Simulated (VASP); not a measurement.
Write the native input for VASP 6.6.1 that does the following.

| Item | Value |
| --- | --- |
| Task | single point |
| Functional | PBE |
| Potentials or basis | VASP PAW PBE potentials, release 64 (Y_sv, Pt, C, N) |
| Cutoff | 520 eV |
| k mesh | 4 × 4 × 2 |
| Occupations | gaussian, width 0.1 eV |
| Spin | no spin polarisation |
| Dipole correction | no |
| Further INCAR settings | ALGO = Normal; EDIFF = 1e-06; NBANDS = 28 |

The structure of YPtC2N2 lies in POSCAR:

```
YPtC2N2
1.0
    4.0106556500      0.0000000000      0.0000000000
    1.5631786000      4.2708007500      0.0000000000
    0.6409011200      1.9738302200      8.3650286000
Y Pt C N
1 1 2 2
Direct
    0.5000000000      0.5000000000      0.5000000000
    0.0000000000      0.0000000000      0.0000000000
    0.1809514800      0.8190485200      0.8190485200
    0.8190485200      0.1809514800      0.1809514800
    0.2913913500      0.7086086500      0.7086086500
    0.7086086500      0.2913913500      0.2913913500
```

These files were run (other wordings do the same):

INCAR

```
ALGO = Normal
EDIFF = 1E-6
ENCUT = 520
GGA = PE
ISIF = 2
ISMEAR = 0
LASPH = T
LCHARG = F
LREAL = F
LWAVE = F
NBANDS = 28
NELM = 80
PREC = Accurate
SIGMA = 0.1
```

KPOINTS

```
k-points
0
Gamma
  4 4 2
```

Potentials or basis: VASP PAW PBE potentials, release 64 (Y_sv, Pt, C, N).

The run is started by

```console
$ cat potpaw_PBE.64/Y_sv/POTCAR potpaw_PBE.64/Pt/POTCAR potpaw_PBE.64/C/POTCAR potpaw_PBE.64/N/POTCAR > POTCAR
$ mpirun -np 1 vasp_std > vasp.out
```

It gave:

- Pressure: 1.7 GPa
- Largest force: 2.690 eV/Å
- Band gap on the k mesh: zero (an odd number of electrons rules out a gap without spin polarisation)

Caveat: the k points lie up to 0.42 Å⁻¹ apart, too coarse for converged energies and pressures of a metal; spin-orbit coupling is left out, which moves the levels of the heavy elements; forces of over 1 eV/Å act on the atoms, so gaps and moduli don't describe the material at rest.

It took 52 s on 1 thread of Intel(R) Xeon(R) 6975P-C (Granite Rapids), with other jobs on the host, peak memory 0.31 GiB.
